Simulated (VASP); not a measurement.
# RbBr (Pm-3m) in VASP: a series of runs

Runs on RbBr. Level: PBEsol. Tasks: single point.

All numbers are computed with VASP 6.6.1; they aren't measurements. Logs are shortened: lines on timing, memory, paths and dates and some standing lists are left out, and cuts for length are marked.

## 1. The cell of the first run

Symmetry: Pm-3m, No. 221, cubic system. Conventional cell: a = 4.160 Å, b = 4.160 Å, c = 4.160 Å, α = 90.00°, β = 90.00°, γ = 90.00°. Within 4.7 Å of Rb (site symmetry m-3m) lie 8 Br at 3.60 Å and 6 Rb at 4.16 Å. Within 4.7 Å of Br (site symmetry m-3m) lie 8 Rb at 3.60 Å and 6 Br at 4.16 Å.

## 2. Single point, PBEsol

INCAR

```
SYSTEM = RbBr
PREC = Accurate
ENCUT = 520
EDIFF = 1E-6
ISMEAR = 0
SIGMA = 0.1
LREAL = .FALSE.
LASPH = .TRUE.
NELM = 60
ALGO = Normal
ISIF = 2
LWAVE = .FALSE.
LCHARG = .FALSE.
GGA = PS
NBANDS = 15
```

KPOINTS

```
Automatic mesh
0
G
  6 6 6
  0 0 0
```

POSCAR

```
RbBr
1.0
    4.1601813812      0.0000000000      0.0000000000
    0.0000000000      4.1601813812      0.0000000000
    0.0000000000      0.0000000000      4.1601813812
Rb Br
1 1
Direct
    0.0000000000      0.0000000000      0.0000000000
    0.5000000000      0.5000000000      0.5000000000
```

Potentials or basis: VASP PAW PBE potentials, release 64 (Rb_sv, Br).

Started as:

```bash
> cat potpaw_PBE.64/Rb_sv/POTCAR potpaw_PBE.64/Br/POTCAR > POTCAR
> mpirun -np 1 vasp_std > vasp.out
```

OUTCAR:

```text
SYSTEM = RbBr
   PREC = Accurate
   ENCUT = 520
   EDIFF = 1E-6
   ISMEAR = 0
   LREAL = .FALSE.
   LASPH = .TRUE.
   NELM = 60
   ISIF = 2
   GGA = PS

 ion  position               nearest neighbor table
   1  0.000  0.000  0.000-   2 3.60   2 3.60   2 3.60   2 3.60   2 3.60   2 3.60   2 3.60   2 3.60

   2  0.500  0.500  0.500-   1 3.60   1 3.60   1 3.60   1 3.60   1 3.60   1 3.60   1 3.60   1 3.60

  LATTYP: Found a simple cubic cell.
 ALAT       =     4.1601813812

  Lattice vectors:

 A1 = (   4.1601813812,   0.0000000000,   0.0000000000)
 A2 = (   0.0000000000,   4.1601813812,   0.0000000000)
 A3 = (   0.0000000000,   0.0000000000,   4.1601813812)

Analysis of symmetry for initial positions (statically):
=====================================================================
 Subroutine PRICEL returns:
 Original cell was already a primitive cell.

 Routine SETGRP: Setting up the symmetry group for a
 simple cubic supercell.

 Subroutine GETGRP returns: Found 48 space group operations
 (whereof 48 operations were pure point group operations)
 out of a pool of 48 trial point group operations.

The static configuration has the point symmetry O_h .

Analysis of symmetry for dynamics (positions and initial velocities):
=====================================================================
 Subroutine PRICEL returns:
 Original cell was already a primitive cell.

 Routine SETGRP: Setting up the symmetry group for a
 simple cubic supercell.

 Subroutine GETGRP returns: Found 48 space group operations
 (whereof 48 operations were pure point group operations)
 out of a pool of 48 trial point group operations.

The dynamic configuration has the point symmetry O_h .

 Subroutine INISYM returns: Found 48 space group operations
 (whereof 48 operations are pure point group operations),
 and found     1 'primitive' translations

----------------------------------------------------------------------------------------

                                     Primitive cell

  volume of cell :      72.0007

  direct lattice vectors                    reciprocal lattice vectors
     4.160181381  0.000000000  0.000000000     0.240374135  0.000000000  0.000000000
     0.000000000  4.160181381  0.000000000     0.000000000  0.240374135  0.000000000
     0.000000000  0.000000000  4.160181381     0.000000000  0.000000000  0.240374135

  length of vectors
     4.160181381  4.160181381  4.160181381     0.240374135  0.240374135  0.240374135

  position of ions in fractional coordinates (direct lattice)
     0.000000000  0.000000000  0.000000000
     0.500000000  0.500000000  0.500000000

  ion indices of the primitive-cell ions
   primitive index   ion index
                 1           1
                 2           2

----------------------------------------------------------------------------------------

 KPOINTS: Automatic mesh

Automatic generation of k-mesh.
 Grid dimensions read from file:
 generate k-points for:    6    6    6

 Generating k-lattice:

  Cartesian coordinates                     Fractional coordinates (reciprocal lattice)
     0.040062356  0.000000000  0.000000000     0.166666667  0.000000000  0.000000000
     0.000000000  0.040062356  0.000000000     0.000000000  0.166666667  0.000000000
     0.000000000  0.000000000  0.040062356     0.000000000  0.000000000  0.166666667

  Length of vectors
     0.040062356  0.040062356  0.040062356

  Shift w.r.t. Gamma in fractional coordinates (k-lattice)
     0.000000000  0.000000000  0.000000000

 Subroutine IBZKPT returns following result:
 ===========================================

 Found     20 irreducible k-points:

 Following reciprocal coordinates:
            Coordinates               Weight
  0.000000  0.000000  0.000000      1.000000
  0.166667  0.000000  0.000000      6.000000
  0.333333  0.000000  0.000000      6.000000
  0.500000  0.000000  0.000000      3.000000
  0.166667  0.166667  0.000000     12.000000
  0.333333  0.166667  0.000000     24.000000
[... 12 lines left out ...]
  0.500000  0.500000  0.333333      6.000000
  0.500000  0.500000  0.500000      1.000000
   k-points           NKPTS =     20   k-points in BZ     NKDIM =     20   number of bands    NBANDS=     15
   number of dos      NEDOS =    301   number of ions     NIONS =      2
   total plane-waves  NPLWV =  32768
   dimension x,y,z NGX =    32 NGY =   32 NGZ =   32
   dimension x,y,z NGXF=    64 NGYF=   64 NGZF=   64
   ions per type =               1   1
   NGX,Y,Z   is equivalent  to a cutoff of  12.79, 12.79, 12.79 a.u.
   NGXF,Y,Z  is equivalent  to a cutoff of  25.58, 25.58, 25.58 a.u.
 SYSTEM =  RbBr
   PREC   = accura    normal or accurate (medium, high low for compatibility)
   ISTART =      0    job   : 0-new  1-cont  2-samecut
   ICHARG =      2    charge: 1-file 2-atom 10-const
   ISPIN  =      1    spin polarized calculation?
   LNONCOLLINEAR =      F non collinear calculations
   LSORBIT =      F    spin-orbit coupling
   LASPH  =      T    aspherical Exc in radial PAW
   ENCUT  =  520.0 eV  38.22 Ry    6.18 a.u.   7.74  7.74  7.74*2*pi/ulx,y,z
   NELM   =     60;   NELMIN=  2; NELMDL= -5     # of ELM steps
   EDIFF  = 0.1E-05   stopping-criterion for ELM
   LREAL  =      F    real-space projection
   EDIFFG = 0.1E-04   stopping-criterion for IOM
   NSW    =      0    number of steps for IOM
   IBRION =     -1    ionic relax: 0-MD 1-quasi-New 2-CG
   NFREE  =      0    steps in history (QN), initial steepest desc. (CG)
   ISIF   =      2    stress and relaxation
   ISYM   =      2    0-nonsym 1-usesym 2-fastsym
   POTIM  = 0.5000    time-step for ionic-motion
   TEBEG  =    0.0;   TEEND  =   0.0 temperature during run
   PSTRESS=    0.0 pullay stress
   NELECT =      16.0000    total number of electrons
   NUPDOWN=      -1.0000    fix difference up-down
   EMIN   =  10.00;   EMAX   =-10.00  energy-range for DOS
   EFERMI =   0.00;   METHOD = LEGACY
   ISMEAR =     0;   SIGMA  =   0.10  broadening in eV -4-tet -1-fermi 0-gaus
   EFERMI_NEDOS =   21; number of points for ismear=-14 and -15
   IALGO  =     38    algorithm
   IMIX   =      4    mixing-type and parameters
     AMIX     =   0.40;   BMIX     =  1.00
     AMIX_MAG =   1.60;   BMIX_MAG =  1.00
  volume/ion in A,a.u.               =      36.00       242.94
  Fermi-wavevector in a.u.,A,eV,Ry     =   0.991599  1.873850 13.378170  0.983268
  Thomas-Fermi vector in A             =   2.123351
   LORBIT       =      0    0 simple, 1 ext, 2 COOP (PROOUT), +10 PAW based schemes
   GGA     = PS    functional components
   LHFCALC =     F    Hartree Fock is set to
   AEXX    =    0.0000 exact exchange contribution
   IVDW    =     0    specifies the selected vdW correction
   LEPSILON=     F    determine dielectric tensor
   LRPA    =     F    only Hartree local field effects (RPA)
 non-spin polarized calculation
 Gauss-broadening in eV      SIGMA  =   0.10
  energy-cutoff  :      520.00
  volume of cell :       72.00
 maximum number of plane-waves:      1956
 NGX is ok and might be reduce to    32
   NGX = 15   NGY = 15   NGZ = 15

 number of electron      16.0000001 magnetization

 Free energy of the ion-electron system (eV)
  ---------------------------------------------------
  ext. energy  EPLUGINS =         0.00000000
  ---------------------------------------------------
  free energy    TOTEN  =        -6.28874632 eV

  energy without entropy =       -6.28874632  energy(sigma->0) =       -6.28874632

 E-fermi :  -0.4013     XC(G=0):  -8.0111

 val. band max:       -0.8834609756   @ k =   0.5000   0.5000   0.0000
 cond. band min:       2.9437570457   @ k =   0.0000   0.0000   0.0000
 fundamental gap:      3.8272180213
 Fermi energy:        -0.4013218971

 k-point     1 :       0.0000    0.0000    0.0000
  band No.  band energies     occupation
      1     -25.9474      2.00000
      2     -13.4802      2.00000
      3      -9.9438      2.00000
      4      -9.9438      2.00000
      5      -9.9438      2.00000
      6      -1.0393      2.00000
      7      -1.0393      2.00000
      8      -1.0393      2.00000
      9       2.9438      0.00000
     10       4.6087      0.00000
     11       4.6087      0.00000
     12       8.9529      0.00000
     13       8.9529      0.00000
     14       8.9529      0.00000
     15      11.6261      0.00000

 k-point     2 :       0.1667    0.0000    0.0000
  band No.  band energies     occupation
      1     -25.9427      2.00000
      2     -13.4772      2.00000
      3      -9.9810      2.00000
      4      -9.9327      2.00000
      5      -9.9327      2.00000
      6      -1.5338      2.00000
      7      -1.0549      2.00000
      8      -1.0549      2.00000
      9       3.5941      0.00000
     10       4.8151      0.00000
     11       5.1860      0.00000
     12       8.8117      0.00000
     13       8.8117      0.00000
     14       9.1039      0.00000
     15      10.3449      0.00000

 k-point     3 :       0.3333    0.0000    0.0000
  band No.  band energies     occupation
      1     -25.9334      2.00000
      2     -13.4730      2.00000
      3     -10.0475      2.00000
      4      -9.9104      2.00000
      5      -9.9104      2.00000
      6      -2.2767      2.00000
      7      -1.0878      2.00000
      8      -1.0878      2.00000
      9       4.9079      0.00000
     10       5.3894      0.00000
     11       6.3108      0.00000
     12       8.6141      0.00000
     13       8.7197      0.00000
     14       8.7197      0.00000
     15       9.4771      0.00000
[... 271 lines left out ...]
 k-point    19 :       0.5000    0.5000    0.3333
  band No.  band energies     occupation
      1     -25.8990      2.00000
      2     -13.2262      2.00000
      3     -10.1786      2.00000
      4     -10.1786      2.00000
      5     -10.0883      2.00000
      6      -2.1231      2.00000
      7      -2.1231      2.00000
      8      -1.9178      2.00000
      9       6.1152      0.00000
     10       7.0027      0.00000
     11       7.0027      0.00000
     12       7.4721      0.00000
     13       8.6748      0.00000
     14       8.6748      0.00000
     15      11.0261      0.00000

 k-point    20 :       0.5000    0.5000    0.5000
  band No.  band energies     occupation
      1     -25.8949      2.00000
      2     -13.2008      2.00000
      3     -10.1586      2.00000
      4     -10.1586      2.00000
      5     -10.1586      2.00000
      6      -2.1892      2.00000
      7      -2.1892      2.00000
      8      -2.1892      2.00000
      9       7.1243      0.00000
     10       7.1243      0.00000
     11       7.1243      0.00000
     12       8.2896      0.00000
     13       8.2896      0.00000
     14       8.2896      0.00000
     15      11.1534      0.00000

------------------------ aborting loop because EDIFF is reached ----------------------------------------

  FORCE on cell =-STRESS in cart. coord.  units (eV):
  Direction    XX          YY          ZZ          XY          YZ          ZX
  --------------------------------------------------------------------------------------
  -------------------------------------------------------------------------------------
  Total       -0.4007269     -0.4007269     -0.4007269      0.0000000      0.0000000      0.0000000
  in kB       -8.9170713     -8.9170713     -8.9170713      0.0000000      0.0000000      0.0000000
  external PRESSURE =      -8.9170713 kB  Pullay stress =       0.0000000 kB

 VOLUME and BASIS-vectors are now :
 -----------------------------------------------------------------------------
  energy-cutoff  :      520.00
  volume of cell :       72.00
      direct lattice vectors                 reciprocal lattice vectors
     4.160181381  0.000000000  0.000000000     0.240374135  0.000000000  0.000000000
     0.000000000  4.160181381  0.000000000     0.000000000  0.240374135  0.000000000
     0.000000000  0.000000000  4.160181381     0.000000000  0.000000000  0.240374135

 POSITION                                       TOTAL-FORCE (eV/Angst)
 -----------------------------------------------------------------------------------
      0.00000      0.00000      0.00000         0.000000      0.000000      0.000000
      2.08009      2.08009      2.08009         0.000000      0.000000      0.000000
 -----------------------------------------------------------------------------------
    total drift:                                0.000000      0.000000     -0.000000

  FREE ENERGIE OF THE ION-ELECTRON SYSTEM (eV)
  ---------------------------------------------------
  free  energy   TOTEN  =        -6.2887463244 eV

  energy  without entropy=       -6.2887463244  energy(sigma->0) =       -6.28874632
```

Run time: 25 s. Hardware: 1 thread of Intel Xeon 8259CL, shared host; peak memory 0.18 GiB.

What came out:

- Free energy: -6.2887 eV
- Pressure: -0.9 GPa
- Band gap on the k mesh: 3.83 eV, indirect (least direct gap 3.98 eV)

Caveat: the PAW data sets were made with another functional, which shifts forces and pressure a little. A k mesh can miss the band edges.

## 3. Single point, PBEsol

This run uses another cell than the first one, of 36.88 Å³/atom, 1.024 times its volume.

INCAR

```
SYSTEM = RbBr
  ALGO = Normal
  EDIFF = 1E-6
  ENCUT = 520
  GGA = PS
  ISIF = 2
  ISMEAR = 0
  LASPH = .True.
  LCHARG = .False.
  LREAL = .False.
  LWAVE = .False.
  NBANDS = 15
  NELM = 60
  PREC = Accurate
  SIGMA = 0.1
```

KPOINTS

```
k-points
0
Gamma
  6 6 6
  0 0 0
```

POSCAR

```
RbBr
1.0
    4.1937326799      0.0000000000      0.0000000000
    0.0000000000      4.1937326799      0.0000000000
    0.0000000000      0.0000000000      4.1937326799
Rb Br
1 1
Direct
    0.0000000000      0.0000000000      0.0000000000
    0.5000000000      0.5000000000      0.5000000000
```

Potentials or basis: VASP PAW PBE potentials, release 64 (Rb_sv, Br).

Started as:

```bash
> cat potpaw_PBE.64/Rb_sv/POTCAR potpaw_PBE.64/Br/POTCAR > POTCAR
> mpirun -np 1 vasp_std > vasp.out
```

Wall time 25 s (1 thread of Intel Xeon 8259CL, shared host); peak memory 0.18 GiB.

The run converged. Its results:

```yaml
Free_energy: -6.2776 eV
Pressure: -1.2 GPa
Band_gap_on_the_k_mesh: 3.76 eV, indirect (least direct gap 3.91 eV)
```

Levels at points of the mesh, in eV from the valence-band top:
| k point | band 4 | band 5 | band 6 | band 7 | band 8 | band 9 | band 10 | band 11 | band 12 | band 13 |
| --- | --- | --- | --- | --- | --- | --- | --- | --- | --- | --- |
| (0.00, 0.00, 0.00) | -9.10 | -9.10 | -0.15 | -0.15 | -0.15 | 3.76 | 5.52 | 5.52 | 9.77 | 9.77 |
| (0.50, 0.00, 0.00) | -9.06 | -9.06 | -1.64 | -0.21 | -0.21 | 6.71 | 6.78 | 7.27 | 8.57 | 9.62 |
| (0.50, 0.50, 0.00) | -9.37 | -9.03 | -1.01 | -1.01 | 0.00 | 5.16 | 6.05 | 7.86 | 7.86 | 10.28 |
| (0.50, 0.50, 0.50) | -9.30 | -9.30 | -1.25 | -1.25 | -1.25 | 7.93 | 7.93 | 7.93 | 9.06 | 9.06 |

Caveat: the PAW data sets were made with another functional, which shifts forces and pressure a little. PBEsol gaps usually lie below the measured ones, often by a third to a half.

(Continued in part 2 of 2.)
